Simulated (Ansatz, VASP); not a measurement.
## PtS2 in VASP and in Ansatz

Contents of INCAR:

```
SYSTEM = PtS2
PREC = Accurate
ENCUT = 520
EDIFF = 1E-6
ISMEAR = 0
SIGMA = 0.05
LREAL = .False.
LASPH = .True.
NELM = 100
ALGO = Normal
ISIF = 2
LWAVE = .False.
LCHARG = .False.
GGA = CA
NBANDS = 18
```

Contents of KPOINTS:

```
Automatic mesh
0
Gamma
  12 12 8
  0 0 0
```

POSCAR

```
PtS2
1.0
    3.2464931106      0.0000000000      0.0000000000
   -1.6232465553      2.8115455070      0.0000000000
    0.0000000000      0.0000000000      6.0019082969
Pt S
1 2
Direct
    0.0000000000      0.0000000000      0.0000000000
    0.3333333333      0.6666666667      0.2500000000
    0.6666666667      0.3333333333      0.7500000000
```

Input for Ansatz:

```yaml
crystal:
  lattice:
    - [3.2464931106, 0.0, 0.0]
    - [-1.6232465553, 2.811545507, 0.0]
    - [0.0, 0.0, 6.0019082969]
  atoms:
    - { symbol: Pt, position: [0.0, 0.0, 0.0] }
    - { symbol: S, position: [0.3333333333, 0.6666666667, 0.25] }
    - { symbol: S, position: [0.6666666667, 0.3333333333, 0.75] }
basis:
  ecutwfc: 420
kpoints:
  mp_grid: { grid: [12, 12, 8] }
hamiltonian:
  xc: lda
scf:
  occupations: { method: gaussian, width: 0.05 }
output:
  forces: true
  stress: true
  eigenvalues: true
```

Alike in both runs: task single point; functional LDA; k mesh 12 × 12 × 8; occupations gaussian, width 0.05 eV; no spin polarisation.

```csv
,VASP,Ansatz
version,VASP 6.6.1,Ansatz 0.2.0
potentials or method,"VASP PAW LDA potentials, release 64 (Pt, S), cutoff 520 eV","scalar-relativistic, plane waves, PAW"
valence electrons in the cell,22,30
```

```tsv
	VASP	Ansatz	Ansatz less VASP
gap on the k mesh at the Fermi level (eV)	0.40	0.40	+0.006
least direct gap on the mesh (eV)	0.77	0.77	+0.002
pressure (GPa)	0.4	0.5	+0.08
traceless stress, the component that is largest in VASP (GPa)	-13.68	-13.76	-0.075
rms of the force components (eV/Å)	0.695	0.699	+0.0042
```

LDA's correlation is that of Perdew and Zunger in VASP and of Perdew and Wang (1992) in Ansatz. Atom by atom the forces differ by 0.004 eV/Å (rms over components). VASP's potentials hold 22 valence electrons a cell and Ansatz's 30, so a difference there can come from the potentials and not from the codes.

Neither program's run includes spin-orbit coupling.
